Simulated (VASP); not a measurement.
A run of VASP 6.6.1 is set up as follows.

File INCAR:

```
SYSTEM = Te
PREC = Accurate ; ENCUT = 520
EDIFF = 1E-6 ; ISMEAR = -1
SIGMA = 0.05 ; LREAL = .FALSE.
LASPH = .TRUE. ; NELM = 80
ALGO = Normal ; ISIF = 2
LWAVE = .FALSE. ; LCHARG = .TRUE.
GGA = PS ; IVDW = 12
LELF = .TRUE. ; LVHAR = .TRUE.
NBANDS = 9
```

KPOINTS

```
Automatic mesh
0
G
  9 9 9
  0 0 0
```

Contents of POSCAR:

```
Te
1.0
    2.3059043427      1.3313144930      1.6909537039
   -2.3059043427      1.3313144930      1.6909537039
    0.0000000000     -2.6626289860      1.6909537039
Te
1
Direct
    0.5000000000      0.5000000000      0.5000000000
```

Potentials or basis: VASP PAW PBE potentials, release 64 (Te).

The run is started by

```console
$ cat potpaw_PBE.64/Te/POTCAR > POTCAR
$ mpirun -np 1 vasp_std > vasp.out
```

**Question.** Estimate the dispersion energy per atom.

**Answer.** -0.445 eV.

**Question.** What does it give for the band gap on the k mesh?

**Answer.** Zero (band 3 reaches 9.37 eV, above the bottom of band 4 at 4.46 eV).

**Question.** What does it give for the pressure?

**Answer.** -2.3 GPa.

Stress tensor (GPa, compression positive):
```
-2.39  0.00  0.00
 0.00 -2.39  0.00
 0.00  0.00 -2.21
```

Caveat: three body term missing; the PAW data sets were made with another functional, which shifts forces and pressure a little; spin-orbit coupling is left out, which moves the levels of the heavy elements; pairwise dispersion overbinds metals, which lowers pressure and volume.
